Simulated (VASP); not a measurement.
Wanted: the native input for a VASP 6.6.1 run.

| Property | Result |
| --- | --- |
| Task | single point |
| Functional | PBEsol |
| Potentials or basis | VASP PAW PBE potentials, release 64 (Si) |
| Cutoff | 520 eV |
| k mesh | 8 × 8 × 8 |
| Occupations | gaussian, width 0.01 eV |
| Spin | no spin polarisation |
| Dipole correction | no |
| Further INCAR settings | ALGO = Normal; EDIFF = 1e-06; NBANDS = 11 |

The structure of Si lies in POSCAR:

```
Si
1.0
    0.0000000000      2.7167280764      2.7167280764
    2.7167280764      0.0000000000      2.7167280764
    2.7167280764      2.7167280764      0.0000000000
Si
2
Direct
    0.2518404492      0.2518404492      0.2518404492
    0.0000000000      0.0000000000      0.0000000000
```

This cell differs from its parent crystal: atom 1 moved by [0.01, 0.01, 0.01] A.

One way to write it, as run:

INCAR

```
PREC     = Accurate       # precision mode
ENCUT    = 520            # plane-wave cutoff, eV
EDIFF    = 1E-6           # SCF threshold, eV
ISMEAR   = 0              # smearing method
SIGMA    = 0.01           # smearing width, eV
LREAL    = F              # projectors in reciprocal space
LASPH    = T              # aspherical terms in the spheres
NELM     = 60             # most SCF steps
ALGO     = Normal         # electronic algorithm
ISIF     = 2              # what is computed and relaxed
LWAVE    = F              # write WAVECAR
LCHARG   = T              # write CHGCAR
GGA      = PS             # functional
LELF     = T              # ELF
LVHAR    = T            
NBANDS   = 11             # bands
```

KPOINTS

```
Automatic mesh
0
Gamma
  8 8 8
```

Potentials or basis: VASP PAW PBE potentials, release 64 (Si).

Launch:

```sh
$ cat potpaw_PBE.64/Si/POTCAR > POTCAR
$ mpirun -np 1 vasp_std > vasp.out
```

It gave:

```yaml
Pressure: 0.1 GPa
Largest_force: 0.226 eV/Å
Band_gap_on_the_k_mesh: 0.41 eV, indirect (least direct gap 2.36 eV)
```

Caveat: the cell differs from its parent crystal (atom 1 moved by [0.01, 0.01, 0.01] A); the PAW data sets were made with another functional, which shifts forces and pressure a little.

It took 13 s on 1 thread of Intel(R) Xeon(R) 6975P-C (Granite Rapids), on a shared host, peak memory 0.16 GiB.
